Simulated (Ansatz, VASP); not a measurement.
# Two plane-wave programs on TiSi

File POSCAR:

```
TiSi
1.0
    0.0000000000      2.8918000000      2.8918000000
    2.8918000000      0.0000000000      2.8918000000
    2.8918000000      2.8918000000      0.0000000000
Ti Si
1 1
Direct
    0.0000000000      0.0000000000      0.0000000000
    0.2500000000      0.2500000000      0.2500000000
```

The input INCAR.step1:

```
SYSTEM = TiSi
PREC = Accurate
ENCUT = 520
EDIFF = 1E-5
ISMEAR = 0
SIGMA = 0.02
LREAL = .False.
LASPH = .True.
NELM = 60
ALGO = Normal
ISIF = 2
LWAVE = .True.
LCHARG = .False.
GGA = PE
NBANDS = 15
```

INCAR.step2

```
SYSTEM = TiSi
PREC = Accurate
ENCUT = 520
EDIFF = 1E-7
ISMEAR = 0
SIGMA = 0.02
LREAL = .False.
LASPH = .True.
NELM = 60
ALGO = Normal
ISIF = 2
LWAVE = .False.
LCHARG = .False.
GGA = PE
LHFCALC = .True.
AEXX = 0.25
PRECFOCK = Normal
ISTART = 1
NBANDS = 15
```

File KPOINTS:

```
Automatic mesh
0
Gamma
  6 6 6
  0 0 0
```

Input for Ansatz:

```yaml
crystal:
  lattice:
    - [0.0, 2.8918, 2.8918]
    - [2.8918, 0.0, 2.8918]
    - [2.8918, 2.8918, 0.0]
  atoms:
    - { symbol: Ti, position: [0.0, 0.0, 0.0] }
    - { symbol: Si, position: [0.25, 0.25, 0.25] }
basis:
  ecutwfc: 420
kpoints:
  mp_grid: { grid: [6, 6, 6] }
hamiltonian:
  xc: pbe0
scf:
  occupations: { method: gaussian, width: 0.02 }
output:
  forces: true
  stress: true
  eigenvalues: true
```

Alike in both runs: task single point; functional PBE0; k mesh 6 × 6 × 6; occupations gaussian, width 0.02 eV; no spin polarisation.

|  | VASP | Ansatz |
| --- | --- | --- |
| version | VASP 6.6.1 | Ansatz 0.2.0 |
| potentials or method | VASP PAW PBE potentials, release 64 (Ti_sv, Si), cutoff 520 eV | scalar-relativistic, plane waves, PAW |
| valence electrons in the cell | 16 | 16 |

```tsv
	VASP	Ansatz	Ansatz less VASP
gap on the k mesh at the Fermi level (eV)	1.25	1.23	-0.027
least direct gap on the mesh (eV)	1.29	1.26	-0.026
pressure (GPa)	-0.3	-0.1	+0.18
```

Ansatz's warnings: stress exchange threshold loose, stress scf threshold loose.
